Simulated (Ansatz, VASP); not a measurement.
## Two plane-wave programs on TiO2

File INCAR:

```
  PREC = Accurate
  ENCUT = 520
  EDIFF = 1E-6
  ISMEAR = 0
  SIGMA = 0.01
  LREAL = False
  LASPH = True
  NELM = 100
  ALGO = Normal
  ISIF = 2
  LWAVE = False
  LCHARG = False
  GGA = PS
  NBANDS = 33
```

KPOINTS

```
Automatic mesh
0
Gamma
  6 6 6
```

File POSCAR:

```
TiO2
1.0
    2.6712058798     -2.6712807098     -0.0199768479
    2.6712058798      2.6712807098     -0.0199768479
   -2.6352899486      0.0000000000      4.8119333815
Ti O
2 4
Direct
    0.1250075032      0.8749924968      0.2500000000
    0.8749924968      0.1250075032      0.7500000000
    0.3322533869      0.0822599343      0.6645088159
    0.6677466131      0.9177400657      0.3354911841
    0.9177400657      0.6677466131      0.8354911841
    0.0822599343      0.3322533869      0.1645088159
```

Input for Ansatz:

```yaml
crystal:
  lattice:
    - [2.6712058798, -2.6712807098, -0.0199768479]
    - [2.6712058798, 2.6712807098, -0.0199768479]
    - [-2.6352899486, 0.0, 4.8119333815]
  atoms:
    - { symbol: Ti, position: [0.1250075032, 0.8749924968, 0.25] }
    - { symbol: Ti, position: [0.8749924968, 0.1250075032, 0.75] }
    - { symbol: O, position: [0.3322533869, 0.0822599343, 0.6645088159] }
    - { symbol: O, position: [0.6677466131, 0.9177400657, 0.3354911841] }
    - { symbol: O, position: [0.9177400657, 0.6677466131, 0.8354911841] }
    - { symbol: O, position: [0.0822599343, 0.3322533869, 0.1645088159] }
kpoints:
  mp_grid: { grid: [6, 6, 6] }
hamiltonian:
  xc: pbesol
scf:
  occupations: { method: fixed }
  n_extra_bands: 5
output:
  forces: true
  stress: true
  eigenvalues: true
```

Alike in both runs: task single point; functional PBEsol; k mesh 6 × 6 × 6; no spin polarisation.

```csv
,VASP,Ansatz
version,VASP 6.6.1,Ansatz 0.2.0
potentials or method,"VASP PAW PBE potentials, release 64 (Ti_sv, O)","plane waves, PAW"
plane-wave cutoff (eV),520,420
occupations,"gaussian, width 0.01 eV",fixed
valence electrons in the cell,48,48
```

```csv
,VASP,Ansatz,Ansatz less VASP
gap on the k mesh at the Fermi level (eV),2.13,2.15,+0.024
pressure (GPa),-0.8,-1.5,-0.71
"traceless stress, the component that is largest in VASP (GPa)",0.11,0.06,-0.053
rms of the force components (eV/Å),0.000,0.009,+0.0091
```

VASP's potentials were made for PBE, not for PBEsol. Atom by atom the forces differ by 0.009 eV/Å (rms over components). Ansatz's warnings: near symmetry operations not taken.
